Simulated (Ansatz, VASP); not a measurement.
# SrTiO3 in VASP and in Ansatz

```
CELL_PARAMETERS angstrom
3.93642 0.00000 0.00000
0.00000 3.93642 0.00000
0.00000 0.00000 3.93642
ATOMIC_POSITIONS crystal
Sr 0.00000 0.00000 0.00000
Ti 0.50000 0.50000 0.50000
O 0.50000 0.00000 0.50000
O 0.50000 0.50000 0.00000
O 0.00000 0.50000 0.50000
```

Alike in both runs: functional PBE; k mesh 8 × 8 × 8; occupations gaussian, width 0.02 eV; no spin polarisation.

Ansatz relaxed the structure, and its values are those at the end. VASP's run is a single point on that final structure, the one shown.

|  | VASP | Ansatz |
| --- | --- | --- |
| version | VASP 6.6.1 | Ansatz 0.2.0 |
| potentials or method | VASP PAW PBE potentials, release 64 (Sr_sv, Ti_sv, O), cutoff 520 eV | scalar-relativistic, plane waves, PAW |
| valence electrons in the cell | 40 | 40 |

|  | VASP | Ansatz | Ansatz less VASP |
| --- | --- | --- | --- |
| gap on the k mesh at the Fermi level (eV) | 1.81 | 1.84 | +0.031 |
| least direct gap on the mesh (eV) | 2.18 | 2.20 | +0.021 |
| pressure (GPa) | 0.7 | 0.0 | -0.66 |

The functional is the same, so the differences come from potentials, cutoffs and numerics.
